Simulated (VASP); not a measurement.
Write the native input for VASP 6.6.1 that does the following.

```
Task                   : single point
Functional             : PBE
Potentials or basis    : VASP PAW PBE potentials, release 64 (Ga_d, N)
Cutoff                 : 520 eV
k mesh                 : 10 × 10 × 10
Occupations            : gaussian, width 0.05 eV
Spin                   : no spin polarisation
Dipole correction      : no
Further INCAR settings : ALGO = Normal; EDIFF = 1e-06; NBANDS = 16
```

The structure of GaN lies in POSCAR:

```
GaN
1.0
    0.0633233671      2.2535006075      2.2535006075
    2.2535006075      0.0633233671      2.2535006075
    2.3168239746      2.3168239746      0.0000000000
Ga N
1 1
Direct
    0.0000000000      0.0000000000      0.0000000000
    0.7500000000      0.7500000000      0.7500000000
```

This cell differs from its parent crystal: strain +0.0562 x Voigt [0, 0, 0, 0, 0, 1].

These files were run (other wordings do the same):

INCAR

```
SYSTEM = GaN
ALGO = Normal
EDIFF = 1E-6
ENCUT = 520
GGA = PE
ISIF = 2
ISMEAR = 0
LASPH = .True.
LCHARG = .True.
LELF = .True.
LREAL = .False.
LVHAR = .True.
LWAVE = .False.
NBANDS = 16
NELM = 80
PREC = Accurate
SIGMA = 0.05
```

KPOINTS

```
k-points
0
Gamma
  10 10 10
  0 0 0
```

Potentials or basis: VASP PAW PBE potentials, release 64 (Ga_d, N).

Launch:

```bash
$ cat potpaw_PBE.64/Ga_d/POTCAR potpaw_PBE.64/N/POTCAR > POTCAR
$ mpirun -np 1 vasp_std > vasp.out
```

It gave:

```yaml
Pressure: 5.9 GPa
Largest_force: 0.482 eV/Å
Band_gap_on_the_k_mesh: 1.56 eV, direct
```

Caveat: the cell differs from its parent crystal (strain +0.0562 x Voigt [0, 0, 0, 0, 0, 1]).

Run time: 2.1 min on 1 thread of Intel Xeon 6975P-C, with other jobs on the host, peak memory 0.15 GiB.
